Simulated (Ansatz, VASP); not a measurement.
**SnSe3 in VASP and in Ansatz**

```xyz
4
Lattice="4.5359 0.0000 0.0000 0.0000 4.5359 0.0000 0.0000 0.0000 4.5359" Properties=species:S:1:pos:R:3 pbc="T T T"
Sn    0.0000    0.0000    0.0000
Se    0.0000    2.2679    2.2679
Se    2.2679    0.0000    2.2679
Se    2.2679    2.2679    0.0000
```

Change from the starting cell: species swapped into the NbIr3 type (Pm-3m, No. 221).

Alike in both runs: task relaxation of cell and atoms; functional PBE; k mesh 10 × 10 × 10; occupations gaussian, width 0.1 eV; no spin polarisation.

|  | VASP | Ansatz |
| --- | --- | --- |
| version | VASP 6.6.1 | Ansatz 0.2.0 |
| potentials or method | VASP PAW PBE potentials, release 64 (Sn_d, Se), cutoff 600 eV | scalar-relativistic, plane waves, PAW |
| valence electrons in the cell | 32 | 62 |

```tsv
	VASP	Ansatz	Ansatz less VASP
gap on the k mesh at the Fermi level, each at its own relaxed structure (eV)	none	none	-
relaxed volume (Å³/atom)	23.14	23.16	+0.019
relaxed cell length with the largest relative difference (Å)	4.523	4.525	+0.0013
```

A gap of «none» marks a metal or a gap that the smearing closes. VASP's potentials hold 32 valence electrons a cell and Ansatz's 62, so a difference there can come from the potentials and not from the codes.
